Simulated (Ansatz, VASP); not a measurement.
# ZnInGaO4: VASP beside Ansatz

```xyz
7
Lattice="1.6781 0.9689 8.7043 -1.6781 0.9689 8.7043 0.0000 -1.9377 8.7043" Properties=species:S:1:pos:R:3 pbc="T T T"
Zn    0.0000    0.0000    5.7137
In    0.0000    0.0000    0.0806
Ga    0.0000    0.0000   20.5521
O     0.0000    0.0000    7.7107
O     0.0000    0.0000   18.5721
O     0.0000    0.0000    3.1604
O     0.0000    0.0000   22.5489
```

Alike in both runs: functional PBE; k mesh 9 × 9 × 9; occupations gaussian, width 0.02 eV; no spin polarisation.

Ansatz relaxed the structure, and its values are those at the end. VASP's run is a single point on that final structure, the one shown.

|  | VASP | Ansatz |
| --- | --- | --- |
| version | VASP 6.6.1 | Ansatz 0.2.0 |
| potentials or method | VASP PAW PBE potentials, release 64 (Zn, In_d, Ga_d, O), cutoff 520 eV | scalar-relativistic, plane waves, PAW |
| valence electrons in the cell | 62 | 62 |

Ansatz gave:

| Quantity | Value |
| --- | --- |
| gap on the k mesh at the Fermi level (eV) | 1.11 |
| least direct gap on the mesh (eV) | 1.11 |
| pressure (GPa) | 0.0 |
| rms of the force components (eV/Å) | 0.000 |

**Question.** What did VASP give for the same quantities?

**Answer.** gap on the k mesh at the Fermi level (eV): 1.10; least direct gap on the mesh (eV): 1.10; pressure (GPa): 0.6; rms of the force components (eV/Å): 0.003.
